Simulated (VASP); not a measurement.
A run of VASP 6.6.1 is set up as follows.

Contents of INCAR:

```
  ALGO = Normal
  DIPOL = 0.5 0.5 0.500
  EDIFF = 1E-6
  ENCUT = 400
  GGA = PS
  GGA_COMPAT = False
  IDIPOL = 3
  ISIF = 2
  ISMEAR = 0
  LASPH = True
  LCHARG = True
  LDIPOL = True
  LELF = True
  LREAL = False
  LVACPOTAV = True
  LVHAR = True
  LWAVE = False
  NBANDS = 49
  NELM = 120
  NELMDL = -8
  PREC = Accurate
  SIGMA = 0.05
```

The input KPOINTS:

```
k-points
0
Gamma
  9 9 1
```

Contents of POSCAR:

```
WSe2
1.0
    3.2711503897      0.0000000000      0.0000000000
   -1.6355751948      2.8328993370      0.0000000000
    0.0000000000      0.0000000000     23.5685077085
Se W
6 3
Direct
    0.6666666667      0.3333333333      0.1485032503
    0.6666666667      0.3333333333      0.2905503761
    0.3333333333      0.6666666667      0.4289764371
    0.3333333333      0.6666666667      0.5710235629
    0.6666666667      0.3333333333      0.7094496239
    0.6666666667      0.3333333333      0.8514967497
    0.3333333333      0.6666666667      0.2195268132
    0.6666666667      0.3333333333      0.5000000000
    0.3333333333      0.6666666667      0.7804731868
```

Potentials or basis: VASP PAW PBE potentials, release 64 (Se, W_sv).

The run is started by

```console
$ cat potpaw_PBE.64/Se/POTCAR potpaw_PBE.64/W_sv/POTCAR > POTCAR
$ mpirun -np 1 vasp_std > vasp.out
```

Problem. What does it give for the largest force?

Solution. 0.068 eV/Å.

Problem. What does it give for the band gap on the k mesh?

Solution. 1.33 eV, indirect (least direct gap 1.62 eV).

Forces on the atoms (eV/Å):
```
Se   0.000  0.000 -0.033
Se   0.000  0.000  0.068
Se   0.000  0.000 -0.066
Se   0.000  0.000  0.066
Se   0.000  0.000 -0.068
Se   0.000  0.000  0.033
W    0.000  0.000 -0.035
W    0.000  0.000  0.000
W    0.000  0.000  0.035
```

Caveat: the PAW data sets were made with another functional, which shifts forces and pressure a little; spin-orbit coupling is left out, which moves the levels of the heavy elements.
